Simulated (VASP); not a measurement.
# ZnW (Cmcm) in VASP: further runs

Runs on ZnW. Level: PBE. Tasks: single point.

Program: VASP 6.6.1. These are calculated values, not measurements. Logs are shortened: lines on timing, memory, paths and dates and some standing lists are left out, and cuts for length are marked.

## Step 1: The cell of the first run

The structure is orthorhombic, space group Cmcm (No. 63). The conventional cell has a = 4.342 Å, b = 9.275 Å, c = 3.213 Å, α = 90.00°, β = 90.00°, γ = 90.00°. Zn (site symmetry m2m) has 4 Zn at 2.53 to 3.21 Å and 7 W at 2.68 to 2.92 Å within 3.3 Å. W (site symmetry m2m) has 4 W at 2.54 to 3.21 Å and 7 Zn at 2.68 to 2.92 Å within 3.3 Å.

## Step 2: Single point, PBE

The input, INCAR:

```
SYSTEM = ZnW
PREC = Accurate ; ENCUT = 520
EDIFF = 1E-7 ; ISMEAR = 0
SIGMA = 0.1 ; LREAL = .False.
LASPH = .True. ; NELM = 100
ALGO = Fast ; ISIF = 2
LWAVE = .False. ; LCHARG = .True.
GGA = PE ; LELF = .True.
LVHAR = .True. ; NBANDS = 34
```

The input, KPOINTS:

```
Automatic mesh
0
Gamma
  6 6 6
  0 0 0
```

The input, POSCAR:

```
ZnW
1.0
    2.1708409117     -4.6376714802      0.0000000000
    2.1708409117      4.6376714802      0.0000000000
    0.0000000000      0.0000000000      3.2127575799
Zn W
2 2
Direct
    0.8946704587      0.1053295413      0.7500000000
    0.1053295413      0.8946704587      0.2500000000
    0.6058945782      0.3941054218      0.7500000000
    0.3941054218      0.6058945782      0.2500000000
```

Potentials or basis: VASP PAW PBE potentials, release 64 (Zn, W_sv).

On the command line:

```
> cat potpaw_PBE.64/Zn/POTCAR potpaw_PBE.64/W_sv/POTCAR > POTCAR
> mpirun -np 1 vasp_std > vasp.out
```

OUTCAR:

```text
SYSTEM = ZnW
   PREC = Accurate
   ENCUT = 520
   EDIFF = 1E-7
   ISMEAR = 0
   LREAL = .False.
   LASPH = .True.
   NELM = 100
   ISIF = 2
   GGA = PE

 ion  position               nearest neighbor table
   1  0.895  0.105  0.750-   2 2.53   2 2.53   3 2.68   4 2.70   4 2.70   4 2.70   4 2.70   3 2.92
                             3 2.92
   2  0.105  0.895  0.250-   1 2.53   1 2.53   4 2.68   3 2.70   3 2.70   3 2.70   3 2.70   4 2.92
                             4 2.92
   3  0.606  0.394  0.750-   4 2.54   4 2.54   1 2.68   2 2.70   2 2.70   2 2.70   2 2.70   1 2.92
                             1 2.92
   4  0.394  0.606  0.250-   3 2.54   3 2.54   2 2.68   1 2.70   1 2.70   1 2.70   1 2.70   2 2.92
                             2 2.92

  LATTYP: Found a base centered orthorhombic cell.
 ALAT       =     4.3416818234
 B/A-ratio  =     2.1363479264
 C/A-ratio  =     0.7399799687

  Lattice vectors:

 A1 = (   2.1708409117,  -4.6376714802,   0.0000000000)
 A2 = (   2.1708409117,   4.6376714802,   0.0000000000)
 A3 = (   0.0000000000,   0.0000000000,   3.2127575799)

Analysis of symmetry for initial positions (statically):
=====================================================================
 Subroutine PRICEL returns:
 Original cell was already a primitive cell.

 Routine SETGRP: Setting up the symmetry group for a
 base centered orthorhombic supercell.

 Subroutine GETGRP returns: Found  8 space group operations
 (whereof  4 operations were pure point group operations)
 out of a pool of  8 trial point group operations.

The static configuration has the point symmetry C_2h.
 The point group associated with its full space group is D_2h.

Analysis of symmetry for dynamics (positions and initial velocities):
=====================================================================
 Subroutine PRICEL returns:
 Original cell was already a primitive cell.

 Routine SETGRP: Setting up the symmetry group for a
 base centered orthorhombic supercell.

 Subroutine GETGRP returns: Found  8 space group operations
 (whereof  4 operations were pure point group operations)
 out of a pool of  8 trial point group operations.

The dynamic configuration has the point symmetry C_2h.
 The point group associated with its full space group is D_2h.

 Subroutine INISYM returns: Found  8 space group operations
 (whereof  4 operations are pure point group operations),
 and found     1 'primitive' translations

----------------------------------------------------------------------------------------

                                     Primitive cell

  volume of cell :      64.6898

  direct lattice vectors                    reciprocal lattice vectors
     2.170840912 -4.637671480  0.000000000     0.230325492 -0.107812725  0.000000000
     2.170840912  4.637671480  0.000000000     0.230325492  0.107812725  0.000000000
     0.000000000  0.000000000  3.212757580     0.000000000  0.000000000  0.311259090

  length of vectors
     5.120600260  5.120600260  3.212757580     0.254309685  0.254309685  0.311259090

  position of ions in fractional coordinates (direct lattice)
     0.894670459  0.105329541  0.750000000
     0.105329541  0.894670459  0.250000000
     0.605894578  0.394105422  0.750000000
     0.394105422  0.605894578  0.250000000

  ion indices of the primitive-cell ions
   primitive index   ion index
                 1           1
                 2           2
                 3           3
                 4           4

----------------------------------------------------------------------------------------

 KPOINTS: Automatic mesh

Automatic generation of k-mesh.
 Grid dimensions read from file:
 generate k-points for:    6    6    6

 Generating k-lattice:

  Cartesian coordinates                     Fractional coordinates (reciprocal lattice)
     0.038387582 -0.017968788  0.000000000     0.166666667 -0.000000000  0.000000000
     0.038387582  0.017968788  0.000000000    -0.000000000  0.166666667  0.000000000
     0.000000000  0.000000000  0.051876515     0.000000000  0.000000000  0.166666667

  Length of vectors
     0.042384947  0.042384947  0.051876515

  Shift w.r.t. Gamma in fractional coordinates (k-lattice)
     0.000000000  0.000000000  0.000000000

 Subroutine IBZKPT returns following result:
 ===========================================

 Found     52 irreducible k-points:

 Following reciprocal coordinates:
            Coordinates               Weight
  0.000000  0.000000  0.000000      1.000000
  0.166667 -0.000000  0.000000      4.000000
  0.333333  0.000000  0.000000      4.000000
  0.500000  0.000000  0.000000      2.000000
  0.166667  0.166667  0.000000      2.000000
  0.333333  0.166667  0.000000      4.000000
[... 16 lines left out ...]
  0.333333  0.333333  0.166667      4.000000
  0.500000  0.333333  0.166667      8.000000
 [... further k-points ...]
   k-points           NKPTS =     52   k-points in BZ     NKDIM =     52   number of bands    NBANDS=     34
   number of dos      NEDOS =    301   number of ions     NIONS =      4
   total plane-waves  NPLWV =  38400
   dimension x,y,z NGX =    40 NGY =   40 NGZ =   24
   dimension x,y,z NGXF=    80 NGYF=   80 NGZF=   48
   ions per type =               2   2
   NGX,Y,Z   is equivalent  to a cutoff of  12.99, 12.99, 12.42 a.u.
   NGXF,Y,Z  is equivalent  to a cutoff of  25.97, 25.97, 24.84 a.u.
 SYSTEM =  ZnW
   PREC   = accura    normal or accurate (medium, high low for compatibility)
   ISTART =      0    job   : 0-new  1-cont  2-samecut
   ICHARG =      2    charge: 1-file 2-atom 10-const
   ISPIN  =      1    spin polarized calculation?
   LNONCOLLINEAR =      F non collinear calculations
   LSORBIT =      F    spin-orbit coupling
   LASPH  =      T    aspherical Exc in radial PAW
   ENCUT  =  520.0 eV  38.22 Ry    6.18 a.u.   9.52  9.52  5.97*2*pi/ulx,y,z
   NELM   =    100;   NELMIN=  2; NELMDL= -5     # of ELM steps
   EDIFF  = 0.1E-06   stopping-criterion for ELM
   LREAL  =      F    real-space projection
   EDIFFG = 0.1E-05   stopping-criterion for IOM
   NSW    =      0    number of steps for IOM
   IBRION =     -1    ionic relax: 0-MD 1-quasi-New 2-CG
   NFREE  =      0    steps in history (QN), initial steepest desc. (CG)
   ISIF   =      2    stress and relaxation
   ISYM   =      2    0-nonsym 1-usesym 2-fastsym
   POTIM  = 0.5000    time-step for ionic-motion
   TEBEG  =    0.0;   TEEND  =   0.0 temperature during run
   PSTRESS=    0.0 pullay stress
   NELECT =      52.0000    total number of electrons
   NUPDOWN=      -1.0000    fix difference up-down
   EMIN   =  10.00;   EMAX   =-10.00  energy-range for DOS
   EFERMI =   0.00;   METHOD = LEGACY
   ISMEAR =     0;   SIGMA  =   0.10  broadening in eV -4-tet -1-fermi 0-gaus
   EFERMI_NEDOS =   21; number of points for ismear=-14 and -15
   IALGO  =     68    algorithm
   IMIX   =      4    mixing-type and parameters
     AMIX     =   0.40;   BMIX     =  1.00
     AMIX_MAG =   1.60;   BMIX_MAG =  1.00
  volume/ion in A,a.u.               =      16.17       109.14
  Fermi-wavevector in a.u.,A,eV,Ry     =   1.522173  2.876490 31.524837  2.317010
  Thomas-Fermi vector in A             =   2.630788
   LORBIT       =      0    0 simple, 1 ext, 2 COOP (PROOUT), +10 PAW based schemes
   GGA     = PE    functional components
   LHFCALC =     F    Hartree Fock is set to
   AEXX    =    0.0000 exact exchange contribution
   IVDW    =     0    specifies the selected vdW correction
   LEPSILON=     F    determine dielectric tensor
   LRPA    =     F    only Hartree local field effects (RPA)
 non-spin polarized calculation
 RMM-DIIS sequential band-by-band and
 Gauss-broadening in eV      SIGMA  =   0.10
  energy-cutoff  :      520.00
  volume of cell :       64.69
 maximum number of plane-waves:      1764
 NGX is ok and might be reduce to    40
   NGX = 19   NGY = 19   NGZ = 11

 number of electron      52.0000013 magnetization

 Free energy of the ion-electron system (eV)
  ---------------------------------------------------
  ext. energy  EPLUGINS =         0.00000000
  ---------------------------------------------------
  free energy    TOTEN  =       -25.87221004 eV

  energy without entropy =      -25.86518218  energy(sigma->0) =      -25.86869611

 E-fermi :   6.5733     XC(G=0): -12.3720

 val. band max:        6.4542517280   @ k =   0.5000   0.5000   0.1667
 cond. band min:       6.5758755173   @ k =  -0.3333   0.3333   0.1667
 fundamental gap:      0.1216237893
 Fermi energy:         6.5732928083

 k-point     1 :       0.0000    0.0000    0.0000
  band No.  band energies     occupation
      1     -67.4823      2.00000
      2     -67.3371      2.00000
      3     -32.0642      2.00000
      4     -31.8011      2.00000
      5     -31.7804      2.00000
      6     -31.6124      2.00000
[... 26 lines left out ...]
     33      11.8953      0.00000
     34      13.1027      0.00000

 k-point     2 :       0.1667   -0.0000    0.0000
  band No.  band energies     occupation
      1     -67.4822      2.00000
      2     -67.3372      2.00000
      3     -32.0615      2.00000
      4     -31.8051      2.00000
      5     -31.7797      2.00000
      6     -31.6120      2.00000
[... 26 lines left out ...]
     33      11.9122      0.00000
     34      12.8961      0.00000

 k-point     3 :       0.3333    0.0000    0.0000
  band No.  band energies     occupation
      1     -67.4819      2.00000
      2     -67.3374      2.00000
      3     -32.0560      2.00000
      4     -31.8135      2.00000
      5     -31.7785      2.00000
      6     -31.6113      2.00000
[... 26 lines left out ...]
     33      12.3779      0.00000
     34      14.9682      0.00000
[... 704 lines left out ...]
 k-point    23 :       0.3333    0.3333    0.1667
  band No.  band energies     occupation
      1     -67.4702      2.00000
      2     -67.3457      2.00000
      3     -32.0558      2.00000
      4     -31.8664      2.00000
      5     -31.7994      2.00000
      6     -31.6150      2.00000
[... 26 lines left out ...]
     33      13.1860      0.00000
     34      13.3847      0.00000

 k-point    24 :       0.5000    0.3333    0.1667
  band No.  band energies     occupation
      1     -67.4701      2.00000
      2     -67.3458      2.00000
      3     -32.0544      2.00000
      4     -31.8668      2.00000
      5     -31.7971      2.00000
      6     -31.6107      2.00000
[... 26 lines left out ...]
     33      12.5563      0.00000
     34      13.3597      0.00000

 [... further k-points ...]

------------------------ aborting loop because EDIFF is reached ----------------------------------------

  FORCE on cell =-STRESS in cart. coord.  units (eV):
  Direction    XX          YY          ZZ          XY          YZ          ZX
  --------------------------------------------------------------------------------------
  -------------------------------------------------------------------------------------
  Total        0.2187299      0.2297006      0.1984563      0.0000000     -0.0000000      0.0000000
  in kB        5.4172999      5.6890100      4.9151816      0.0000000     -0.0000000      0.0000000
  external PRESSURE =       5.3404972 kB  Pullay stress =       0.0000000 kB

 VOLUME and BASIS-vectors are now :
 -----------------------------------------------------------------------------
  energy-cutoff  :      520.00
  volume of cell :       64.69
      direct lattice vectors                 reciprocal lattice vectors
     2.170840912 -4.637671480  0.000000000     0.230325492 -0.107812725  0.000000000
     2.170840912  4.637671480  0.000000000     0.230325492  0.107812725  0.000000000
     0.000000000  0.000000000  3.212757580     0.000000000  0.000000000  0.311259090

 POSITION                                       TOTAL-FORCE (eV/Angst)
 -----------------------------------------------------------------------------------
      2.17084     -3.66070      2.40957         0.000000      0.015707     -0.000000
      2.17084      3.66070      0.80319         0.000000     -0.015707      0.000000
      2.17084     -0.98221      2.40957         0.000000     -0.033877      0.000000
      2.17084      0.98221      0.80319         0.000000      0.033877      0.000000
 -----------------------------------------------------------------------------------
    total drift:                               -0.000000     -0.000000     -0.000000

  FREE ENERGIE OF THE ION-ELECTRON SYSTEM (eV)
  ---------------------------------------------------
  free  energy   TOTEN  =       -25.8722100376 eV

  energy  without entropy=      -25.8651821794  energy(sigma->0) =      -25.86869611
```

It took 1.9 min on 1 thread of Intel Xeon Platinum 8488C (Sapphire Rapids), shared host; peak memory 0.25 GiB.

What came out:

```yaml
Free_energy: -25.8722 eV
Pressure: 0.5 GPa
Largest_force: 0.034 eV/Å
Band_gap_on_the_k_mesh: zero (bands 26 and 27 overlap by 0.67 eV)
```

Forces in eV/Å, atoms in the order of the input:
```
Zn   0.000  0.016  0.000
Zn   0.000 -0.016  0.000
W    0.000 -0.034  0.000
W    0.000  0.034  0.000
```

Caveat: spin-orbit coupling is left out, which moves the levels of the heavy elements.

(Part 1 of 3 ends here.)
